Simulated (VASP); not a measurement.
# MgS (P6_3mc) in VASP: a series of runs, part 2 of 3

VASP 6.6.1.

### Step 3. Relaxation of cell and atoms, LDA

This run uses another cell than the first one, of 22.67 Å³/atom, 1.037 times its volume.

The input, INCAR:

```
SYSTEM = MgS
PREC = Accurate ; ENCUT = 600
EDIFF = 1E-6 ; ISMEAR = 0
SIGMA = 0.01 ; LREAL = .FALSE.
LASPH = .TRUE. ; NELM = 80
ALGO = Normal ; ISIF = 3
LWAVE = .FALSE. ; LCHARG = .FALSE.
IBRION = 2 ; NSW = 80
EDIFFG = -0.02
```

The input, KPOINTS:

```
regular mesh
0
G
  6 6 4
  0 0 0
```

The input, POSCAR:

```
MgS
1.0
    4.0346224100      0.0000000000      0.0000000000
   -2.0173112000      3.4940855000      0.0000000000
    0.0000000000      0.0000000000      6.4322941800
Mg S
2 2
Direct
    0.6666666667      0.3333333333      0.4957548500
    0.3333333333      0.6666666667      0.9957548500
    0.3333333333      0.6666666667      0.3792441500
    0.6666666667      0.3333333333      0.8792441500
```

Potentials or basis: VASP PAW LDA potentials, release 64 (Mg, S).

Started as:

```console
$ cat potpaw_LDA.64/Mg/POTCAR potpaw_LDA.64/S/POTCAR > POTCAR
$ mpirun -np 1 vasp_std > vasp.out
```

OUTCAR:

```text
SYSTEM = MgS
   PREC = Accurate
   ENCUT = 600
   EDIFF = 1E-6
   ISMEAR = 0
   LREAL = .FALSE.
   LASPH = .TRUE.
   NELM = 80
   ISIF = 3
   IBRION = 2
   NSW = 80
   EDIFFG = -0.02

 ion  position               nearest neighbor table
   1  0.667  0.333  0.496-   3 2.45   3 2.45   3 2.45   4 2.47
   2  0.333  0.667  0.996-   4 2.45   4 2.45   4 2.45   3 2.47
   3  0.333  0.667  0.379-   1 2.45   1 2.45   1 2.45   2 2.47
   4  0.667  0.333  0.879-   2 2.45   2 2.45   2 2.45   1 2.47

  LATTYP: Found a hexagonal cell.
 ALAT       =     4.0346224100
 C/A-ratio  =     1.5942741418

  Lattice vectors:

 A1 = (   4.0346224100,   0.0000000000,   0.0000000000)
 A2 = (  -2.0173112000,   3.4940855000,   0.0000000000)
 A3 = (   0.0000000000,   0.0000000000,   6.4322941800)

Analysis of symmetry for initial positions (statically):
=====================================================================
 Subroutine PRICEL returns:
 Original cell was already a primitive cell.

 Routine SETGRP: Setting up the symmetry group for a
 hexagonal supercell.

 Subroutine GETGRP returns: Found 12 space group operations
 (whereof  6 operations were pure point group operations)
 out of a pool of 24 trial point group operations.

The static configuration has the point symmetry C_3v.
 The point group associated with its full space group is C_6v.

Analysis of symmetry for dynamics (positions and initial velocities):
=====================================================================
 Subroutine PRICEL returns:
 Original cell was already a primitive cell.

 Routine SETGRP: Setting up the symmetry group for a
 hexagonal supercell.

 Subroutine GETGRP returns: Found 12 space group operations
 (whereof  6 operations were pure point group operations)
 out of a pool of 24 trial point group operations.

The dynamic configuration has the point symmetry C_3v.
 The point group associated with its full space group is C_6v.

 Subroutine INISYM returns: Found 12 space group operations
 (whereof  6 operations are pure point group operations),
 and found     1 'primitive' translations

----------------------------------------------------------------------------------------

                                     Primitive cell

  volume of cell :      90.6781

  direct lattice vectors                    reciprocal lattice vectors
     4.034622410  0.000000000  0.000000000     0.247854669  0.143098959  0.000000000
    -2.017311200  3.494085500  0.000000000     0.000000000  0.286197919  0.000000000
     0.000000000  0.000000000  6.432294180     0.000000000  0.000000000  0.155465526

  length of vectors
     4.034622410  4.034622406  6.432294180     0.286197919  0.286197919  0.155465526

  position of ions in fractional coordinates (direct lattice)
     0.666666667  0.333333333  0.495754850
     0.333333333  0.666666667  0.995754850
     0.333333333  0.666666667  0.379244150
     0.666666667  0.333333333  0.879244150

  ion indices of the primitive-cell ions
   primitive index   ion index
                 1           1
                 2           2
                 3           3
                 4           4

----------------------------------------------------------------------------------------

 KPOINTS: regular mesh

Automatic generation of k-mesh.
 Grid dimensions read from file:
 generate k-points for:    6    6    4

 Generating k-lattice:

  Cartesian coordinates                     Fractional coordinates (reciprocal lattice)
     0.041309111  0.023849827  0.000000000     0.166666667  0.000000000  0.000000000
     0.000000000  0.047699653  0.000000000     0.000000000  0.166666667  0.000000000
     0.000000000  0.000000000  0.038866382     0.000000000  0.000000000  0.250000000

  Length of vectors
     0.047699653  0.047699653  0.038866382

  Shift w.r.t. Gamma in fractional coordinates (k-lattice)
     0.000000000  0.000000000  0.000000000

 Subroutine IBZKPT returns following result:
 ===========================================

 Found     21 irreducible k-points:

 Following reciprocal coordinates:
            Coordinates               Weight
  0.000000  0.000000  0.000000      1.000000
  0.166667 -0.000000  0.000000      6.000000
  0.333333 -0.000000  0.000000      6.000000
  0.500000 -0.000000  0.000000      3.000000
  0.166667  0.166667  0.000000      6.000000
  0.333333  0.166667  0.000000     12.000000
[... 13 lines left out ...]
  0.333333  0.166667  0.500000     12.000000
  0.333333  0.333333  0.500000      2.000000
   k-points           NKPTS =     21   k-points in BZ     NKDIM =     21   number of bands    NBANDS=     12
   number of dos      NEDOS =    301   number of ions     NIONS =      4
   total plane-waves  NPLWV =  55296
   dimension x,y,z NGX =    32 NGY =   32 NGZ =   54
   dimension x,y,z NGXF=    64 NGYF=   64 NGZF=  108
   ions per type =               2   2
   NGX,Y,Z   is equivalent  to a cutoff of  13.19, 13.19, 13.96 a.u.
   NGXF,Y,Z  is equivalent  to a cutoff of  26.37, 26.37, 27.91 a.u.
 SYSTEM =  MgS
   PREC   = accura    normal or accurate (medium, high low for compatibility)
   ISTART =      0    job   : 0-new  1-cont  2-samecut
   ICHARG =      2    charge: 1-file 2-atom 10-const
   ISPIN  =      1    spin polarized calculation?
   LNONCOLLINEAR =      F non collinear calculations
   LSORBIT =      F    spin-orbit coupling
   LASPH  =      T    aspherical Exc in radial PAW
   ENCUT  =  600.0 eV  44.10 Ry    6.64 a.u.   8.06  8.06 12.85*2*pi/ulx,y,z
   NELM   =     80;   NELMIN=  2; NELMDL= -5     # of ELM steps
   EDIFF  = 0.1E-05   stopping-criterion for ELM
   LREAL  =      F    real-space projection
   EDIFFG = -.2E-01   stopping-criterion for IOM
   NSW    =     80    number of steps for IOM
   IBRION =      2    ionic relax: 0-MD 1-quasi-New 2-CG
   NFREE  =      1    steps in history (QN), initial steepest desc. (CG)
   ISIF   =      3    stress and relaxation
   ISYM   =      2    0-nonsym 1-usesym 2-fastsym
   POTIM  = 0.5000    time-step for ionic-motion
   TEBEG  =    0.0;   TEEND  =   0.0 temperature during run
   PSTRESS=    0.0 pullay stress
   NELECT =      16.0000    total number of electrons
   NUPDOWN=      -1.0000    fix difference up-down
   EMIN   =  10.00;   EMAX   =-10.00  energy-range for DOS
   EFERMI =   0.00;   METHOD = LEGACY
   ISMEAR =     0;   SIGMA  =   0.01  broadening in eV -4-tet -1-fermi 0-gaus
   EFERMI_NEDOS =   21; number of points for ismear=-14 and -15
   IALGO  =     38    algorithm
   IMIX   =      4    mixing-type and parameters
     AMIX     =   0.40;   BMIX     =  1.00
     AMIX_MAG =   1.60;   BMIX_MAG =  1.00
  volume/ion in A,a.u.               =      22.67       152.98
  Fermi-wavevector in a.u.,A,eV,Ry     =   0.918221  1.735187 11.471486  0.843130
  Thomas-Fermi vector in A             =   2.043279
   LORBIT       =      0    0 simple, 1 ext, 2 COOP (PROOUT), +10 PAW based schemes
   GGA     = CA    functional components
   LHFCALC =     F    Hartree Fock is set to
   AEXX    =    0.0000 exact exchange contribution
   IVDW    =     0    specifies the selected vdW correction
   LEPSILON=     F    determine dielectric tensor
   LRPA    =     F    only Hartree local field effects (RPA)
 conjugate gradient relaxation of ions
 non-spin polarized calculation
 Gauss-broadening in eV      SIGMA  =   0.01
  energy-cutoff  :      600.00
  volume of cell :       90.68
 maximum number of plane-waves:      3054
   NGX = 17   NGY = 17   NGZ = 25

--------------------------------------- Ionic step        1  -------------------------------------------

 number of electron      15.9999998 magnetization

 Free energy of the ion-electron system (eV)
  ---------------------------------------------------
  ext. energy  EPLUGINS =         0.00000000
  ---------------------------------------------------
  free energy    TOTEN  =       -18.79523932 eV

  energy without entropy =      -18.79523932  energy(sigma->0) =      -18.79523932

------------------------ aborting loop because EDIFF is reached ----------------------------------------

  FORCE on cell =-STRESS in cart. coord.  units (eV):
  Direction    XX          YY          ZZ          XY          YZ          ZX
  --------------------------------------------------------------------------------------
  -------------------------------------------------------------------------------------
  Total       -1.3033342     -1.3033342     -1.4082402     -0.0000000      0.0000000      0.0000000
  in kB      -23.0284144    -23.0284143    -24.8819833     -0.0000000      0.0000000      0.0000000
  external PRESSURE =     -23.6462706 kB  Pullay stress =       0.0000000 kB
[... 61 lines left out ...]
  energy  without entropy=      -18.8223830257  energy(sigma->0) =      -18.82238303

--------------------------------------- Ionic step        3  -------------------------------------------

 number of electron      16.0000000 magnetization

 Free energy of the ion-electron system (eV)
  ---------------------------------------------------
  ext. energy  EPLUGINS =         0.00000000
  ---------------------------------------------------
  free energy    TOTEN  =       -18.82341326 eV

  energy without entropy =      -18.82341326  energy(sigma->0) =      -18.82341326

 E-fermi :   1.3841     XC(G=0):  -8.9145

 val. band max:        1.2970270505   @ k =   0.0000   0.0000   0.0000
 cond. band min:       4.6671174203   @ k =   0.0000   0.0000   0.0000
 fundamental gap:      3.3700903698
 Fermi energy:         1.3840510494

 k-point     1 :       0.0000    0.0000    0.0000
  band No.  band energies     occupation
      1     -10.2288      2.00000
      2      -9.4062      2.00000
      3      -2.1567      2.00000
      4       0.6855      2.00000
      5       0.6855      2.00000
      6       1.1338      2.00000
      7       1.1338      2.00000
      8       1.2970      2.00000
      9       4.6671      0.00000
     10       5.8594      0.00000
     11       8.6583      0.00000
     12       8.6583      0.00000
[... 329 lines left out ...]
  FREE ENERGIE OF THE ION-ELECTRON SYSTEM (eV)
  ---------------------------------------------------
  free  energy   TOTEN  =       -18.8234132629 eV

  energy  without entropy=      -18.8234132629  energy(sigma->0) =      -18.82341326

 reached required accuracy - stopping structural energy minimisation
```

CONTCAR:

```text
MgS
   1.00000000000000
     3.9810816072166775   -0.0000000000766163    0.0000000000000000
    -1.9905407987410422    3.4477178047581298    0.0000000000000000
     0.0000000000000000    0.0000000000000000    6.3400648956014498
  Mg              S
     2     2
Direct
     0.6666666667000030    0.3333333332999970    0.4960920604808229
     0.3333333332999970    0.6666666667000030    0.9960920604808229
     0.3333333332999970    0.6666666667000030    0.3789069395191725
     0.6666666667000030    0.3333333332999970    0.8789069395191725

  0.00000000E+00  0.00000000E+00  0.00000000E+00
  0.00000000E+00  0.00000000E+00  0.00000000E+00
  0.00000000E+00  0.00000000E+00  0.00000000E+00
  0.00000000E+00  0.00000000E+00  0.00000000E+00
```

Wall time 37 s (1 thread of Intel Xeon 6975P-C, shared host); peak memory 0.21 GiB.

What came out:

* Free energy: -18.8234 eV
* Relaxed volume: 21.76 Å³/atom
* Relaxed cell: a = 3.981 Å, b = 3.981 Å, c = 6.340 Å, α = 90.00°, β = 90.00°, γ = 120.00°
* Space group after relaxing (to 0.05 Å): P6_3mc (No. 186)
* Energy gained by relaxing: 7.0 meV/atom
* Ionic steps: 3
* Pressure after relaxing: 0.0 GPa
* Largest force after relaxing: 0.018 eV/Å
* Band gap on the k mesh: 3.37 eV, direct

Forces on the atoms (eV/Å):
```
Mg   0.000  0.000  0.018
Mg   0.000  0.000  0.018
S    0.000  0.000 -0.018
S    0.000  0.000 -0.018
```

Step by step:
```
step  energy change (eV)  largest force (eV/Å)  pressure (GPa)  volume (Å³)
   1              0.0000                0.0534           -2.36        90.68
   2             -0.0271                0.0096            0.50        86.36
   3             -0.0282                0.0176            0.01        87.02
```

Final structure:
```
CELL_PARAMETERS angstrom
3.98108 0.00000 0.00000
-1.99054 3.44772 0.00000
0.00000 0.00000 6.34006
ATOMIC_POSITIONS crystal
Mg 0.66667 0.33333 0.49609
Mg 0.33333 0.66667 0.99609
S 0.33333 0.66667 0.37891
S 0.66667 0.33333 0.87891
```

Levels at points of the mesh, in eV from the valence-band top:
```tsv
k point	band 5	band 6	band 7	band 8	band 9	band 10	band 11	band 12
(0.00, 0.00, 0.00)	-0.61	-0.16	-0.16	0.00	3.37	4.56	7.36	7.36
(0.50, 0.00, 0.00)	-2.03	-1.33	-1.02	-0.49	4.50	5.02	5.72	7.35
(0.00, 0.00, 0.50)	-0.40	-0.40	-0.40	-0.40	4.85	4.85	7.51	7.51
(0.50, 0.00, 0.50)	-0.96	-0.96	-0.86	-0.86	4.45	4.45	6.16	6.16
```

### Step 4. Relaxation of cell and atoms, LDA, target pressure 20 GPa, at which the enthalpy is minimised

This run uses another cell than the first one, of 22.67 Å³/atom, 1.037 times its volume.

The input, INCAR:

```
  PREC = Accurate
  ENCUT = 600
  EDIFF = 1E-6
  ISMEAR = 0
  SIGMA = 0.01
  LREAL = False
  LASPH = True
  NELM = 80
  ALGO = Normal
  ISIF = 3
  LWAVE = False
  LCHARG = False
  IBRION = 2
  NSW = 80
  EDIFFG = -0.02
  PSTRESS = 200.0
```

The input, KPOINTS:

```
Automatic mesh
0
Gamma
  6 6 4
```

POSCAR is that of step 3.

Potentials or basis: VASP PAW LDA potentials, release 64 (Mg, S).

Started as:

```console
$ cat potpaw_LDA.64/Mg/POTCAR potpaw_LDA.64/S/POTCAR > POTCAR
$ mpirun -np 1 vasp_std > vasp.out
```

OUTCAR:

```text
PREC = Accurate
   ENCUT = 600
   EDIFF = 1E-6
   ISMEAR = 0
   LREAL = False
   LASPH = True
   NELM = 80
   ISIF = 3
   IBRION = 2
   NSW = 80
   EDIFFG = -0.02
   PSTRESS = 200.0

 ion  position               nearest neighbor table
   1  0.667  0.333  0.496-   3 2.45   3 2.45   3 2.45   4 2.47
   2  0.333  0.667  0.996-   4 2.45   4 2.45   4 2.45   3 2.47
   3  0.333  0.667  0.379-   1 2.45   1 2.45   1 2.45   2 2.47
   4  0.667  0.333  0.879-   2 2.45   2 2.45   2 2.45   1 2.47

  LATTYP: Found a hexagonal cell.
 ALAT       =     4.0346224100
 C/A-ratio  =     1.5942741418

  Lattice vectors:

 A1 = (   4.0346224100,   0.0000000000,   0.0000000000)
 A2 = (  -2.0173112000,   3.4940855000,   0.0000000000)
 A3 = (   0.0000000000,   0.0000000000,   6.4322941800)

Analysis of symmetry for initial positions (statically):
=====================================================================
 Subroutine PRICEL returns:
 Original cell was already a primitive cell.

 Routine SETGRP: Setting up the symmetry group for a
 hexagonal supercell.

 Subroutine GETGRP returns: Found 12 space group operations
 (whereof  6 operations were pure point group operations)
 out of a pool of 24 trial point group operations.

The static configuration has the point symmetry C_3v.
 The point group associated with its full space group is C_6v.

Analysis of symmetry for dynamics (positions and initial velocities):
[... 151 lines left out ...]
--------------------------------------- Ionic step        1  -------------------------------------------

 number of electron      15.9999998 magnetization

 Free energy of the ion-electron system (eV)
  ---------------------------------------------------
  ext. energy  EPLUGINS =         0.00000000
  ---------------------------------------------------
  free energy    TOTEN  =       -18.79523932 eV

  energy without entropy =      -18.79523932  energy(sigma->0) =      -18.79523932

 E-fermi :   1.0753     XC(G=0):  -8.7573

 val. band max:        1.0294454869   @ k =   0.0000   0.0000   0.0000
 cond. band min:       4.1893541691   @ k =   0.0000   0.0000   0.0000
 fundamental gap:      3.1599086823
 Fermi energy:         1.0753458818
[... 739 lines left out ...]
 k-point    21 :       0.3333    0.3333    0.5000
  band No.  band energies     occupation
      1      -7.7552      2.00000
      2      -7.7552      2.00000
      3      -0.9907      2.00000
      4      -0.9907      2.00000
      5       0.5109      2.00000
      6       0.5109      2.00000
      7       3.6710      2.00000
      8       3.6710      2.00000
      9      10.2264      0.00000
     10      10.2264      0.00000
     11      10.4715      0.00000
     12      10.4715      0.00000

[... ionic steps 4 to 40 ...]

--------------------------------------- Ionic step       41  -------------------------------------------

 number of electron      16.0000000 magnetization

------------------------ aborting loop because EDIFF is reached ----------------------------------------
[... 75 lines left out ...]
--------------------------------------- Ionic step       43  -------------------------------------------

 number of electron      16.0000000 magnetization

 Free energy of the ion-electron system (eV)
  ---------------------------------------------------
  ext. energy  EPLUGINS =         0.00000000
  ---------------------------------------------------
  free energy    TOTEN  =       -18.06405261 eV

  energy without entropy =      -18.06405261  energy(sigma->0) =      -18.06405261

 E-fermi :   4.4391     XC(G=0): -10.0133

 val. band max:        4.3422222281   @ k =   0.0000   0.0000   0.0000
 cond. band min:       7.2644541692   @ k =   0.5000  -0.0000   0.0000
 fundamental gap:      2.9222319410
 Fermi energy:         4.4391167788
[... 348 lines left out ...]
  energy  without entropy=      -18.0640526130  energy(sigma->0) =      -18.06405261

  enthalpy is  TOTEN    =        -9.7734054055 eV   P V=        8.2906472075

 reached required accuracy - stopping structural energy minimisation
```

CONTCAR:

```text
MgS
   1.00000000000000
     3.9762062671268605    0.0000000805250381   -0.0000000000000000
    -1.9881030588990967    3.4434955475625775    0.0000000000000000
     0.0000000000000000   -0.0000000000000000    4.8506572178810847
  Mg              S
     2     2
Direct
     0.6666666667000030    0.3333333332999970    0.4376829342987780
     0.3333333332999970    0.6666666667000030    0.9376829342987785
     0.3333333332999970    0.6666666667000030    0.4373160657012174
     0.6666666667000030    0.3333333332999970    0.9373160657012169

  0.00000000E+00  0.00000000E+00  0.00000000E+00
  0.00000000E+00  0.00000000E+00  0.00000000E+00
  0.00000000E+00  0.00000000E+00  0.00000000E+00
  0.00000000E+00  0.00000000E+00  0.00000000E+00
```

It took 6.2 min on 1 thread of Intel Xeon 6975P-C, shared host; peak memory 0.23 GiB.

Results:

```yaml
Free_energy: -18.0641 eV
Relaxed_volume: 16.60 Å³/atom
Relaxed_cell: a = 3.976 Å, b = 3.976 Å, c = 4.851 Å, α = 90.00°, β = 90.00°, γ = 120.00°
Space_group_after_relaxing_to_0.05_Å: P6_3/mmc (No. 194)
Energy_change_on_relaxing_the_enthalpy_is_what_falls: +182.8 meV/atom
Ionic_steps: 43
Pressure_after_relaxing: 19.9 GPa
Largest_force_after_relaxing: 0.011 eV/Å
Band_gap_on_the_k_mesh: 2.92 eV, indirect (least direct gap 3.20 eV)
```

Forces on the atoms (eV/Å):
```
Mg   0.000  0.000 -0.011
Mg   0.000  0.000 -0.011
S    0.000  0.000  0.011
S    0.000  0.000  0.011
```

Step by step:
```tsv
step	energy change (eV)	largest force (eV/Å)	pressure (GPa)	volume (Å³)
1	0.0000	0.0534	-2.36	90.68
3	0.7246	0.0142	18.37	71.54
5	0.8520	0.0217	20.39	70.49
7	0.8034	0.1247	19.63	70.86
9	0.8029	0.1533	19.58	70.79
11	0.7930	0.4558	18.88	70.29
13	2.4141	1.8078	32.95	65.11
15	1.0628	1.8329	21.02	67.25
17	1.0356	1.8900	20.66	67.40
19	1.0355	1.8813	20.66	67.39
21	1.0356	1.8423	20.67	67.38
23	1.0361	1.7842	20.69	67.37
25	1.0270	1.7596	20.63	67.37
27	0.9920	1.6641	20.38	67.39
29	0.8699	1.3161	19.51	67.46
31	0.6142	0.3912	17.55	67.65
33	0.5932	0.2044	17.36	67.70
35	0.7528	0.1566	20.20	66.29
37	0.7670	0.1304	20.45	66.16
39	0.7438	0.0885	20.04	66.35
41	0.7512	0.0267	20.21	66.26
43	0.7312	0.0108	19.87	66.42
```

Final structure:
```
Mg S
1.0
     3.97621    0.00000    0.00000
    -1.98810    3.44350    0.00000
     0.00000    0.00000    4.85066
Mg S
2 2
Direct
  0.66667 0.33333 0.43768
  0.33333 0.66667 0.93768
  0.33333 0.66667 0.43732
  0.66667 0.33333 0.93732
```

Levels at points of the mesh, in eV from the valence-band top:
| k point | band 4 | band 5 | band 6 | band 7 | band 8 | band 9 | band 10 | band 11 | band 12 |
| --- | --- | --- | --- | --- | --- | --- | --- | --- | --- |
| (0.00, 0.00, 0.00) | -2.72 | -2.72 | -1.22 | -1.22 | 0.00 | 3.20 | 3.81 | 5.93 | 5.93 |
| (0.50, 0.00, 0.00) | -3.72 | -3.58 | -3.12 | -2.32 | -0.98 | 2.92 | 5.80 | 5.86 | 6.09 |
| (0.00, 0.00, 0.50) | -2.95 | -2.02 | -2.02 | -2.02 | -2.02 | 5.01 | 5.01 | 5.71 | 5.71 |
| (0.50, 0.00, 0.50) | -5.47 | -2.56 | -2.56 | -1.26 | -1.26 | 4.41 | 4.41 | 6.77 | 6.77 |

Caveat: the cell is relaxed towards a set pressure, so the enthalpy falls and the energy may rise; the volume moved by over 15 % at a fixed basis, so the end points are rough.

[end of part 2 of 3]
